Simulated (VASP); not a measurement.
# MgO: single point with r2SCAN

The system is MgO.

```
Mg O
1.0
    -0.88283    1.76566    1.76566
     1.76566   -0.88283    1.76566
     1.76566    1.76566   -0.88283
Mg O
1 1
Direct
  0.00000 0.00000 0.00000
  0.50000 0.50000 0.50000
```

This cell differs from its parent crystal: ratio of the length along [111] to the lengths across it x 0.5, volume and fractional coordinates fixed.

```yaml
Program: VASP 6.6.1
Task: single point
Functional: r2SCAN
Potentials_or_basis: VASP PAW PBE potentials, release 64 (Mg, O)
Cutoff: 520 eV
k_mesh: 10 × 10 × 10
Occupations: gaussian, width 0.05 eV
Spin: no spin polarisation
Dipole_correction: no
Further_INCAR_settings: ALGO = Normal; EDIFF = 1e-06; NBANDS = 11
```

- Pressure: -5.4 GPa
- Band gap on the k mesh: 3.18 eV, indirect (least direct gap 4.20 eV)

Levels at points of the mesh, in eV from the valence-band top:
| k point | band 1 | band 2 | band 3 | band 4 | band 5 | band 6 | band 7 | band 8 | band 9 |
| --- | --- | --- | --- | --- | --- | --- | --- | --- | --- |
| (0.00, 0.00, 0.00) | -19.39 | -1.03 | -1.03 | -1.03 | 3.18 | 11.40 | 11.40 | 21.40 | 21.40 |
| (0.50, 0.00, 0.00) | -18.23 | -6.43 | -0.57 | -0.57 | 7.75 | 10.31 | 15.63 | 18.39 | 18.92 |
| (0.50, 0.50, 0.00) | -17.40 | -4.71 | -4.71 | 0.00 | 5.77 | 13.14 | 13.14 | 14.21 | 20.26 |
| (0.50, 0.50, 0.50) | -16.58 | -3.65 | -3.65 | -3.65 | 8.28 | 8.28 | 8.28 | 17.38 | 20.02 |

Wall time 30 s on 1 thread of Intel(R) Xeon(R) Platinum 8559C (Emerald Rapids), on a shared host, peak memory 0.13 GiB.

Caveat: the PAW data sets were made with another functional, which shifts forces and pressure a little. A k mesh can miss the band edges.
